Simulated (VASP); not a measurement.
Here is a VASP 6.6.1 calculation.

Contents of INCAR:

```
SYSTEM = Cu3N
  PREC = Accurate
  ENCUT = 600
  EDIFF = 1E-7
  ISMEAR = -1
  SIGMA = 0.05
  LREAL = .FALSE.
  LASPH = .TRUE.
  NELM = 120
  ALGO = Normal
  ISIF = 3
  LWAVE = .FALSE.
  LCHARG = .FALSE.
  GGA = PE
  IBRION = 2
  NSW = 80
  EDIFFG = -0.01
  GGA_COMPAT = .FALSE.
  NELMIN = 4
```

The input KPOINTS:

```
regular mesh
0
G
  6 6 6
  0 0 0
```

Contents of POSCAR:

```
Cu3N
1.0
    3.8070000000      0.0000000000      0.0000000000
    0.0000000000      3.8070000000      0.0000000000
    0.0000000000      0.0000000000      3.8070000000
Cu N
3 1
Direct
    0.5000000000      0.0000000000      0.0000000000
    0.0000000000      0.5000000000      0.0000000000
    0.0000000000      0.0000000000      0.5000000000
    0.0000000000      0.0000000000      0.0000000000
```

Potentials or basis: VASP PAW PBE potentials, release 64 (Cu, N).

The run is started by

```console
$ cat potpaw_PBE.64/Cu/POTCAR potpaw_PBE.64/N/POTCAR > POTCAR
$ mpirun -np 1 vasp_std > vasp.out
```

Predict the relaxed cell.

a = 3.835 Å, b = 3.835 Å, c = 3.835 Å, α = 90.00°, β = 90.00°, γ = 90.00°.

Estimate the band gap on the k mesh.

0.26 eV (least direct gap 0.81 eV).

Predict the relaxed volume.

14.10 Å³/atom.

Final structure:
```yaml
crystal:
  lattice:
    - [3.83459, 0.00000, 0.00000]
    - [0.00000, 3.83459, 0.00000]
    - [0.00000, 0.00000, 3.83459]
  atoms:
    - { symbol: Cu, position: [0.50000, 0.00000, 0.00000] }
    - { symbol: Cu, position: [0.00000, 0.50000, 0.00000] }
    - { symbol: Cu, position: [0.00000, 0.00000, 0.50000] }
    - { symbol: N, position: [0.00000, 0.00000, 0.00000] }
```

Caveat: semilocal functionals underestimate gaps, and a narrow one can read as zero. A k mesh can miss the band edges.
